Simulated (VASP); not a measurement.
Set up this calculation in VASP 6.6.1, as the native input.

- Task: single point
- Functional: PBE
- Potentials or basis: VASP PAW PBE potentials, release 64 (Co, Pd, O)
- Cutoff: 520 eV
- k mesh: 12 × 12 × 2
- Occupations: gaussian, width 0.1 eV
- Spin: no spin polarisation
- Hubbard terms: Co d U = 3.32 eV
- Dipole correction: no
- Further INCAR settings: ALGO = Normal; EDIFF = 1e-06; NBANDS = 58

The structure of CoPdO2 lies in POSCAR:

```
CoPdO2
1.0
    3.0381407993      0.0000000000      0.0000000000
   -1.5190703996      2.6311071124      0.0000000000
    0.0000000000      0.0000000000     17.3817878607
Co Pd O
3 3 6
Direct
    0.6666666667      0.3333333333      0.8333333333
    0.3333333333      0.6666666667      0.1666666667
    0.0000000000      0.0000000000      0.5000000000
    0.0000000000      0.0000000000      0.0000000000
    0.6666666667      0.3333333333      0.3333333333
    0.3333333333      0.6666666667      0.6666666667
    0.3333333333      0.6666666667      0.7813475779
    0.0000000000      0.0000000000      0.8853190887
    0.0000000000      0.0000000000      0.1146809113
    0.6666666667      0.3333333333      0.2186524221
    0.6666666667      0.3333333333      0.4480142446
    0.3333333333      0.6666666667      0.5519857554
```

This cell differs from its parent crystal: biaxial strain in the a-b plane: +6.0 %, then relaxed in part.

These files were run (other wordings do the same):

INCAR

```
SYSTEM = CoPdO2
PREC = Accurate ; ENCUT = 520
EDIFF = 1E-6 ; ISMEAR = 0
SIGMA = 0.1 ; LREAL = .FALSE.
LASPH = .TRUE. ; NELM = 150
ALGO = Normal ; ISIF = 2
LWAVE = .FALSE. ; LCHARG = .FALSE.
LMAXMIX = 4 ; LDAU = .TRUE.
LDAUTYPE = 2 ; LDAUL = 2 -1 -1
LDAUU = 3.32 0 0 ; LDAUJ = 0 0 0
LDAUPRINT = 1 ; GGA = PE
NBANDS = 58
```

KPOINTS

```
Automatic mesh
0
G
  12 12 2
  0 0 0
```

Potentials or basis: VASP PAW PBE potentials, release 64 (Co, Pd, O).

The run is started by

```bash
$ cat potpaw_PBE.64/Co/POTCAR potpaw_PBE.64/Pd/POTCAR potpaw_PBE.64/O/POTCAR > POTCAR
$ mpirun -np 1 vasp_std > vasp.out
```

It gave:

```
Pressure               : -11.6 GPa
Largest force          : 0.035 eV/Å
Band gap on the k mesh : zero (an odd number of electrons rules out a gap without spin polarisation)
```

Caveat: the cell differs from its parent crystal (biaxial strain in the a-b plane: +6.0 %, then relaxed in part); the stress differs along the axes, from -17 to -0 GPa; an odd number of electrons without spin polarisation forces a metal; a magnetic or distorted state may lie lower; the run has no spin polarisation, though such a crystal can be magnetic; U without spin polarisation on a metal has little footing.

Run time: 15 min on 1 thread of Intel Xeon 8259CL (shared host), peak memory 0.43 GiB.
